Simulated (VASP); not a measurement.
# BP: relaxation of the atoms with r2SCAN

Crystal: BP.

```
CELL_PARAMETERS angstrom
0.00000 2.23753 2.23753
2.23753 0.00000 2.23753
2.23753 2.23753 0.00000
ATOMIC_POSITIONS crystal
B 0.00000 0.00000 0.00000
P 0.25000 0.25000 0.25000
```

```yaml
Program: VASP 6.6.1
Task: relaxation of the atoms
Functional: r2SCAN
Potentials_or_basis: VASP PAW PBE potentials, release 64 (B, P)
Cutoff: 520 eV
k_mesh: 10 × 10 × 10
Occupations: fermi-dirac, width 0.02 eV
Spin: no spin polarisation
Dipole_correction: no
Further_INCAR_settings: ALGO = Normal; EDIFF = 1e-06; IBRION = 2; EDIFFG = -0.01; NSW = 50
```

* Pressure after relaxing: 6.9 GPa
* Band gap on the k mesh: 1.39 eV (least direct gap 3.71 eV)

Final structure:
```
B P
1.0
     0.00000    2.23753    2.23753
     2.23753    0.00000    2.23753
     2.23753    2.23753    0.00000
B P
1 1
Direct
  0.00000 0.00000 0.00000
  0.25000 0.25000 0.25000
```

Levels at points of the mesh, in eV from the valence-band top:
| k point | band 2 | band 3 | band 4 | band 5 | band 6 | band 7 |
| --- | --- | --- | --- | --- | --- | --- |
| (0.00, 0.00, 0.00) | 0.00 | 0.00 | 0.00 | 3.71 | 3.71 | 3.71 |
| (0.50, 0.00, 0.00) | -9.81 | -1.92 | -1.92 | 4.41 | 5.06 | 5.06 |
| (0.50, 0.50, 0.00) | -9.35 | -4.50 | -4.50 | 1.46 | 1.87 | 13.48 |

Wall time 10 s on 1 thread of Intel(R) Xeon(R) 6975P-C (Granite Rapids), with other jobs on the host, peak memory 0.14 GiB.

Caveat: the relaxation stopped at its first step, so nothing moved; the PAW data sets were made with another functional, which shifts forces and pressure a little. A k mesh can miss the band edges.
